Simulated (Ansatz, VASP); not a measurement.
## Br in VASP and in Ansatz

```xyz
4
Lattice="4.0656 0.0000 0.0000 -2.0328 3.5209 0.0000 0.0000 0.0000 8.2074" Properties=species:S:1:pos:R:3 pbc="T T T"
Br    0.0000    0.0000    0.0000
Br    0.0000    0.0000    4.1037
Br    0.0000    2.3473    6.1556
Br    2.0328    1.1736    2.0519
```

Alike in both runs: functional PBE; k mesh 15 × 15 × 6; occupations gaussian, width 0.1 eV; no spin polarisation.

Ansatz relaxed the structure, and its values are those at the end. VASP's run is a single point on that final structure, the one shown.

|  | VASP | Ansatz |
| --- | --- | --- |
| version | VASP 6.6.1 | Ansatz 0.2.0 |
| potentials or method | VASP PAW PBE potentials, release 64 (Br), cutoff 520 eV | scalar-relativistic, plane waves, PAW |
| valence electrons in the cell | 28 | 28 |

|  | VASP | Ansatz | Ansatz less VASP |
| --- | --- | --- | --- |
| gap on the k mesh at the Fermi level (eV) | none | none | - |
| pressure (GPa) | 0.0 | 0.0 | 0.00 |

A gap of «none» marks a metal or a gap that the smearing closes.
